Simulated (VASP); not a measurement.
Here is a VASP 6.6.1 calculation.

INCAR

```
SYSTEM = SiC
PREC = Accurate
ENCUT = 520
EDIFF = 1E-6
ISMEAR = 0
SIGMA = 0.02
LREAL = .False.
LASPH = .True.
NELM = 60
ALGO = Normal
ISIF = 2
LWAVE = .False.
LCHARG = .False.
GGA = PE
NBANDS = 36
```

KPOINTS

```
regular mesh
0
Gamma
  12 12 2
  0 0 0
```

Contents of POSCAR:

```
SiC
1.0
    1.5474176124     -2.6802318468      0.0000000000
    1.5474176124      2.6802318468      0.0000000000
    0.0000000000      0.0000000000     15.1864630242
Si C
6 6
Direct
    0.1666625987      0.8333374013      0.8577086564
    0.8333374013      0.1666625987      0.3577086564
    0.5000001078      0.4999998922      0.5244818336
    0.4999998922      0.5000001078      0.0244818336
    0.8333309377      0.1666690623      0.6912147307
    0.1666690623      0.8333309377      0.1912147307
    0.5000013133      0.4999986867      0.6498371866
    0.4999986867      0.5000013133      0.1498371866
    0.1666670428      0.8333329572      0.9826927785
    0.8333329572      0.1666670428      0.4826927785
    0.8333306207      0.1666693793      0.8162048142
    0.1666693793      0.8333306207      0.3162048142
```

Potentials or basis: VASP PAW PBE potentials, release 64 (Si, C).

Launch:

```sh
$ cat potpaw_PBE.64/Si/POTCAR potpaw_PBE.64/C/POTCAR > POTCAR
$ mpirun -np 1 vasp_std > vasp.out
```

Predict the band gap on the k mesh.

2.03 eV, indirect (least direct gap 3.12 eV).

Predict the pressure.

0.0 GPa.

A k mesh can miss the band edges. Expect the measured gap to be larger: semilocal functionals such as PBE lack the derivative discontinuity.
